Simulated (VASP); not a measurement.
# TiAl (Pm-3m) in VASP: single point with PBEsol

Aim: the single point of TiAl with PBEsol.

Program: VASP 6.6.1. These are calculated values, not measurements. Logs are shortened: lines on timing, memory, paths and dates and some standing lists are left out, and cuts for length are marked.

### 1 The cell of the first run

The structure is cubic, space group Pm-3m (No. 221). Conventional cell: a = 3.018 Å, b = 3.018 Å, c = 3.018 Å, α = 90.00°, β = 90.00°, γ = 90.00°. Ti (site symmetry m-3m) has 8 Al at 2.61 Å and 6 Ti at 3.02 Å within 3.4 Å. Al (site symmetry m-3m) has 8 Ti at 2.61 Å and 6 Al at 3.02 Å within 3.4 Å.

### 2 Single point, PBEsol

Input file INCAR:

```
ALGO = Normal
EDIFF = 1E-6
ENCUT = 500
GGA = PS
GGA_COMPAT = F
ISIF = 2
ISMEAR = 1
LASPH = T
LCHARG = T
LELF = T
LREAL = F
LVHAR = T
LWAVE = F
NBANDS = 14
NELM = 120
PREC = Accurate
SIGMA = 0.05
```

Input file KPOINTS:

```
k-points
0
Gamma
  9 9 9
```

Input file POSCAR:

```
TiAl
1.0
    3.0180000000      0.0000000000      0.0000000000
    0.0000000000      3.0180000000      0.0000000000
    0.0000000000      0.0000000000      3.0180000000
Ti Al
1 1
Direct
    0.5000000000      0.5000000000      0.5000000000
    0.0000000000      0.0000000000      0.0000000000
```

Potentials or basis: VASP PAW PBE potentials, release 64 (Ti_sv, Al).

On the command line:

```bash
cat potpaw_PBE.64/Ti_sv/POTCAR potpaw_PBE.64/Al/POTCAR > POTCAR
mpirun -np 1 vasp_std > vasp.out
```

OUTCAR:

```text
EDIFF = 1E-6
   ENCUT = 500
   GGA = PS
   ISIF = 2
   ISMEAR = 1
   LASPH = T
   LREAL = F
   NELM = 120
   PREC = Accurate

 ion  position               nearest neighbor table
   1  0.500  0.500  0.500-   2 2.61   2 2.61   2 2.61   2 2.61   2 2.61   2 2.61   2 2.61   2 2.61

   2  0.000  0.000  0.000-   1 2.61   1 2.61   1 2.61   1 2.61   1 2.61   1 2.61   1 2.61   1 2.61

  LATTYP: Found a simple cubic cell.
 ALAT       =     3.0180000000

  Lattice vectors:

 A1 = (   3.0180000000,   0.0000000000,   0.0000000000)
 A2 = (   0.0000000000,   3.0180000000,   0.0000000000)
 A3 = (   0.0000000000,   0.0000000000,   3.0180000000)

Analysis of symmetry for initial positions (statically):
=====================================================================
 Subroutine PRICEL returns:
 Original cell was already a primitive cell.

 Routine SETGRP: Setting up the symmetry group for a
 simple cubic supercell.

 Subroutine GETGRP returns: Found 48 space group operations
 (whereof 48 operations were pure point group operations)
 out of a pool of 48 trial point group operations.

The static configuration has the point symmetry O_h .

Analysis of symmetry for dynamics (positions and initial velocities):
=====================================================================
 Subroutine PRICEL returns:
 Original cell was already a primitive cell.

 Routine SETGRP: Setting up the symmetry group for a
 simple cubic supercell.

 Subroutine GETGRP returns: Found 48 space group operations
 (whereof 48 operations were pure point group operations)
 out of a pool of 48 trial point group operations.

The dynamic configuration has the point symmetry O_h .

 Subroutine INISYM returns: Found 48 space group operations
 (whereof 48 operations are pure point group operations),
 and found     1 'primitive' translations

----------------------------------------------------------------------------------------

                                     Primitive cell

  volume of cell :      27.4889

  direct lattice vectors                    reciprocal lattice vectors
     3.018000000  0.000000000  0.000000000     0.331345262  0.000000000  0.000000000
     0.000000000  3.018000000  0.000000000     0.000000000  0.331345262  0.000000000
     0.000000000  0.000000000  3.018000000     0.000000000  0.000000000  0.331345262

  length of vectors
     3.018000000  3.018000000  3.018000000     0.331345262  0.331345262  0.331345262

  position of ions in fractional coordinates (direct lattice)
     0.500000000  0.500000000  0.500000000
     0.000000000  0.000000000  0.000000000

[... 83 lines left out ...]
   ISYM   =      2    0-nonsym 1-usesym 2-fastsym
   POTIM  = 0.5000    time-step for ionic-motion
   TEBEG  =    0.0;   TEEND  =   0.0 temperature during run
   PSTRESS=    0.0 pullay stress
   NELECT =      15.0000    total number of electrons
   NUPDOWN=      -1.0000    fix difference up-down
   EMIN   =  10.00;   EMAX   =-10.00  energy-range for DOS
   EFERMI =   0.00;   METHOD = LEGACY
   ISMEAR =     1;   SIGMA  =   0.05  broadening in eV -4-tet -1-fermi 0-gaus
   EFERMI_NEDOS =   21; number of points for ismear=-14 and -15
   IALGO  =     38    algorithm
   IMIX   =      4    mixing-type and parameters
     AMIX     =   0.40;   BMIX     =  1.00
     AMIX_MAG =   1.60;   BMIX_MAG =  1.00
  volume/ion in A,a.u.               =      13.74        92.75
  Fermi-wavevector in a.u.,A,eV,Ry     =   1.337784  2.528045 24.349887  1.789666
  Thomas-Fermi vector in A             =   2.466306
   LORBIT       =      0    0 simple, 1 ext, 2 COOP (PROOUT), +10 PAW based schemes
   GGA     = PS    functional components
   LHFCALC =     F    Hartree Fock is set to
   AEXX    =    0.0000 exact exchange contribution
   IVDW    =     0    specifies the selected vdW correction
   LEPSILON=     F    determine dielectric tensor
   LRPA    =     F    only Hartree local field effects (RPA)
 non-spin polarized calculation
 Methfessel and Paxton  Order N= 1 SIGMA  =   0.05
  energy-cutoff  :      500.00
  volume of cell :       27.49
 maximum number of plane-waves:       739
 NGX is ok and might be reduce to    24
   NGX = 11   NGY = 11   NGZ = 11

 number of electron      14.9999999 magnetization

 Free energy of the ion-electron system (eV)
  ---------------------------------------------------
  ext. energy  EPLUGINS =         0.00000000
  ---------------------------------------------------
  free energy    TOTEN  =       -12.73161135 eV

  energy without entropy =      -12.73092094  energy(sigma->0) =      -12.73138121

 E-fermi :  10.3911     XC(G=0): -11.8864

 val. band max:       10.3899568513   @ k =   0.3333   0.3333   0.2222
 cond. band min:      10.4346446297   @ k =   0.3333   0.2222   0.1111
 fundamental gap:      0.0446877783
 Fermi energy:        10.3910770952

 k-point     1 :       0.0000    0.0000    0.0000
  band No.  band energies     occupation
      1     -45.9449      2.00000
      2     -22.2261      2.00000
      3     -22.2261      2.00000
      4     -22.2261      2.00000
      5       0.4769      2.00000
      6       8.5631      2.00000
      7       8.5631      2.00000
      8      12.5671      0.00000
      9      12.5671      0.00000
     10      12.5671      0.00000
     11      15.6695      0.00000
     12      15.6695      0.00000
     13      15.6695      0.00000
     14      20.1985      0.00000
[... 377 lines left out ...]
      1     -45.8900      2.00000
      2     -22.4835      2.00000
      3     -22.4113      2.00000
      4     -22.2118      2.00000
      5       4.7262      2.00000
      6       6.9773      2.00000
      7       8.4862      2.00000
      8       9.9782      2.00000
      9      11.2845     -0.00000
     10      11.4505      0.00000
     11      13.9933      0.00000
     12      16.4302      0.00000
     13      17.2506      0.00000
     14      19.0423      0.00000

 [... further k-points ...]
[... 5 lines left out ...]
  --------------------------------------------------------------------------------------
  -------------------------------------------------------------------------------------
  Total        3.5718213      3.5718213      3.5718213      0.0000000     -0.0000000     -0.0000000
  in kB      208.1817205    208.1817205    208.1817205      0.0000000     -0.0000000     -0.0000000
  external PRESSURE =     208.1817205 kB  Pullay stress =       0.0000000 kB

 VOLUME and BASIS-vectors are now :
 -----------------------------------------------------------------------------
  energy-cutoff  :      500.00
  volume of cell :       27.49
      direct lattice vectors                 reciprocal lattice vectors
     3.018000000  0.000000000  0.000000000     0.331345262  0.000000000  0.000000000
     0.000000000  3.018000000  0.000000000     0.000000000  0.331345262  0.000000000
     0.000000000  0.000000000  3.018000000     0.000000000  0.000000000  0.331345262

 POSITION                                       TOTAL-FORCE (eV/Angst)
 -----------------------------------------------------------------------------------
      1.50900      1.50900      1.50900         0.000000      0.000000      0.000000
      0.00000      0.00000      0.00000         0.000000      0.000000      0.000000
 -----------------------------------------------------------------------------------
    total drift:                                0.000000     -0.000000     -0.000000

  FREE ENERGIE OF THE ION-ELECTRON SYSTEM (eV)
  ---------------------------------------------------
  free  energy   TOTEN  =       -12.7316113490 eV

  energy  without entropy=      -12.7309209364  energy(sigma->0) =      -12.73138121
```

OSZICAR:

```text
N       E                     dE             d eps       ncg     rms          rms(c)
DAV:   1     0.110910055684E+03    0.11091E+03   -0.70123E+03   980   0.107E+03
DAV:   2    -0.487308207739E+01   -0.11578E+03   -0.11131E+03  1016   0.308E+02
DAV:   3    -0.136450404154E+02   -0.87720E+01   -0.85075E+01  1642   0.752E+01
DAV:   4    -0.142554535193E+02   -0.61041E+00   -0.60731E+00  1158   0.153E+01
DAV:   5    -0.142708049048E+02   -0.15351E-01   -0.15349E-01  1332   0.244E+00    0.121E+01
DAV:   6    -0.127472464711E+02    0.15236E+01   -0.42205E+00  1116   0.298E+01    0.301E+00
DAV:   7    -0.127338066880E+02    0.13440E-01   -0.20805E-01  1130   0.584E+00    0.216E+00
DAV:   8    -0.127320339601E+02    0.17727E-02   -0.50480E-02  1412   0.191E+00    0.505E-01
DAV:   9    -0.127315176116E+02    0.51635E-03   -0.56128E-03  1156   0.102E+00    0.192E-01
DAV:  10    -0.127316098575E+02   -0.92246E-04   -0.75387E-04  1102   0.381E-01    0.335E-02
DAV:  11    -0.127316111534E+02   -0.12959E-05   -0.53661E-05  1218   0.654E-02    0.134E-02
DAV:  12    -0.127316113490E+02   -0.19564E-06   -0.66121E-06  1174   0.361E-02
   1 F= -.12731611E+02 E0= -.12731381E+02  d E =-.690413E-03
```

It took 17 s on 1 thread of Intel Xeon 8259CL, shared host; peak memory 0.14 GiB.

Results:

- Free energy: -12.7316 eV
- Pressure: 20.8 GPa

Levels at points of the mesh, in eV from the Fermi level:
| k point | band 3 | band 4 | band 5 | band 6 | band 7 | band 8 | band 9 | band 10 | band 11 | band 12 |
| --- | --- | --- | --- | --- | --- | --- | --- | --- | --- | --- |
| (0.00, 0.00, 0.00) | -32.62 | -32.62 | -9.91 | -1.83 | -1.83 | 2.18 | 2.18 | 2.18 | 5.28 | 5.28 |

Caveat: the PAW data sets were made with another functional, which shifts forces and pressure a little.
